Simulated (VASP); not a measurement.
A run of VASP 6.6.1:

File INCAR:

```
PREC = Accurate
ENCUT = 520
EDIFF = 1E-7
ISMEAR = 0
SIGMA = 0.05
LREAL = False
LASPH = True
NELM = 60
ALGO = Normal
ISIF = 2
LWAVE = False
LCHARG = True
GGA = PE
LELF = True
LVHAR = True
NBANDS = 11
```

The input KPOINTS:

```
regular mesh
0
Gamma
  10 10 10
```

The input POSCAR:

```
BP
1.0
    0.0000000000      2.2690000000      2.1782400000
    2.2690000000      0.0000000000      2.1782400000
    2.2690000000      2.2690000000      0.0000000000
B P
1 1
Direct
    0.0000000000      0.0000000000      0.0000000000
    0.7500000000      0.7500000000      0.7500000000
```

Potentials or basis: VASP PAW PBE potentials, release 64 (B, P).

Run with:

```console
$ cat potpaw_PBE.64/B/POTCAR potpaw_PBE.64/P/POTCAR > POTCAR
$ mpirun -np 1 vasp_std > vasp.out
```

Hardware: 1 thread of AMD EPYC 9R45 (Zen 5), with other jobs on the host.

Q: Estimate the wall time of this run.

A: Run time: 22 s on 1 thread of AMD EPYC 9R45 (Zen 5) (shared host), peak memory 0.12 GiB. Counts: scf iterations 14, k points 102.
